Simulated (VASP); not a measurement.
**Al2O3: single point with PBEsol**

The system is Al2O3.

```
CELL_PARAMETERS angstrom
3.01748 0.00000 0.00000
-1.50874 2.61322 0.00000
0.00000 0.00000 7.57464
ATOMIC_POSITIONS crystal
Al 0.00000 0.00000 0.27795
Al 0.00000 0.00000 0.72205
O 0.33333 0.66667 0.19945
O 0.66667 0.33333 0.80055
O 0.00000 0.00000 0.50000
```

| Item | Value |
| --- | --- |
| Program | VASP 6.6.1 |
| Task | single point |
| Functional | PBEsol |
| Potentials or basis | VASP PAW PBE potentials, release 64 (Al, O) |
| Cutoff | 520 eV |
| k mesh | 12 × 12 × 4 |
| Occupations | gaussian, width 0.01 eV |
| Spin | no spin polarisation |
| Dipole correction | no |
| Further INCAR settings | ALGO = Normal; EDIFF = 1e-06; NBANDS = 20 |

The pressure is -3.5 GPa and the largest force is 0.188 eV/Å. The band gap on the k mesh is 2.19 eV, direct.

Forces in eV/Å, atoms in the order of the input:
```
Al   0.000  0.000  0.092
Al   0.000  0.000 -0.092
O    0.000  0.000  0.188
O    0.000  0.000 -0.188
O    0.000  0.000  0.000
```

Stress tensor (GPa, compression positive):
```
-3.93  0.00  0.00
 0.00 -3.93  0.00
 0.00  0.00 -2.62
```

Levels at points of the mesh, in eV from the valence-band top:
| k point | band 8 | band 9 | band 10 | band 11 | band 12 | band 13 | band 14 | band 15 | band 16 | band 17 |
| --- | --- | --- | --- | --- | --- | --- | --- | --- | --- | --- |
| (0.00, 0.00, 0.00) | -3.72 | -3.72 | -2.34 | 0.00 | 0.00 | 2.19 | 4.19 | 7.22 | 10.39 | 10.46 |
| (0.50, 0.00, 0.00) | -4.30 | -3.56 | -3.11 | -1.78 | -0.49 | 4.45 | 6.08 | 8.06 | 8.83 | 9.54 |
| (0.00, 0.00, 0.50) | -3.71 | -3.67 | -3.12 | 0.00 | 0.00 | 3.15 | 3.23 | 7.98 | 8.63 | 11.84 |
| (0.50, 0.00, 0.50) | -4.35 | -3.45 | -3.34 | -1.70 | -0.49 | 4.90 | 5.47 | 8.00 | 8.52 | 10.27 |

It took 98 s on 1 thread of AMD EPYC 7R13, with other jobs on the host, peak memory 0.18 GiB.

Caveat: the PAW data sets were made with another functional, which shifts forces and pressure a little. PBEsol gaps usually lie below the measured ones, often by a third to a half.
